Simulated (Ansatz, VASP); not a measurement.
## Na in VASP and in Ansatz

INCAR

```
SYSTEM = Na
  PREC = Accurate
  ENCUT = 520
  EDIFF = 1E-6
  ISMEAR = -1
  SIGMA = 0.05
  LREAL = .False.
  LASPH = .True.
  NELM = 80
  ALGO = Fast
  ISIF = 2
  LWAVE = .False.
  LCHARG = .True.
  GGA = PE
  LELF = .True.
  LVHAR = .True.
  NBANDS = 18
```

KPOINTS

```
Automatic mesh
0
Gamma
  8 8 3
  0 0 0
```

POSCAR

```
Na
1.0
    3.2593474136     -1.8929642547      0.0000000000
    3.2593474136      1.8929642547      0.0000000000
   -2.2170989729      0.0000000000      9.5485223225
Na
3
Direct
    0.7775850000      0.7775850000      0.3333240000
    0.2224150000      0.2224150000      0.6666760000
    0.0000000000      0.0000000000      0.0000000000
```

input.yaml

```yaml
crystal:
  lattice:
    - [3.2593474136, -1.8929642547, 0.0]
    - [3.2593474136, 1.8929642547, 0.0]
    - [-2.2170989729, 0.0, 9.5485223225]
  atoms:
    - { symbol: Na, position: [0.777585, 0.777585, 0.333324] }
    - { symbol: Na, position: [0.222415, 0.222415, 0.666676] }
    - { symbol: Na, position: [0.0, 0.0, 0.0] }
hamiltonian:
  xc: pbe
  pseudopotentials: { kind: paw }
kpoints:
  mp_grid: { grid: [8, 8, 3] }
scf:
  occupations: { method: fermi_dirac, width: 0.05 }
output:
  forces: true
  stress: true
  eigenvalues: true
  write_density: true
  write_potential: true
  elf: true
  volumetric_format: npy
```

Alike in both runs: task single point; functional PBE; k mesh 8 × 8 × 3; occupations fermi-dirac, width 0.05 eV; no spin polarisation.

|  | VASP | Ansatz |
| --- | --- | --- |
| version | VASP 6.6.1 | Ansatz 0.2.0 |
| potentials or method | VASP PAW PBE potentials, release 64 (Na_pv) | Ansatz PAW |
| plane-wave cutoff (eV) | 520 | 420 |
| valence electrons in the cell | 21 | 27 |

|  | VASP | Ansatz | Ansatz less VASP |
| --- | --- | --- | --- |
| gap on the k mesh at the Fermi level (eV) | none | none | - |
| pressure (GPa) | -0.4 | -0.4 | 0.00 |
| traceless stress, the component that is largest in VASP (GPa) | -0.33 | -0.33 | +0.001 |

A gap of «none» marks a metal or a gap that the smearing closes. VASP's potentials hold 21 valence electrons a cell and Ansatz's 27, so a difference there can come from the potentials and not from the codes.
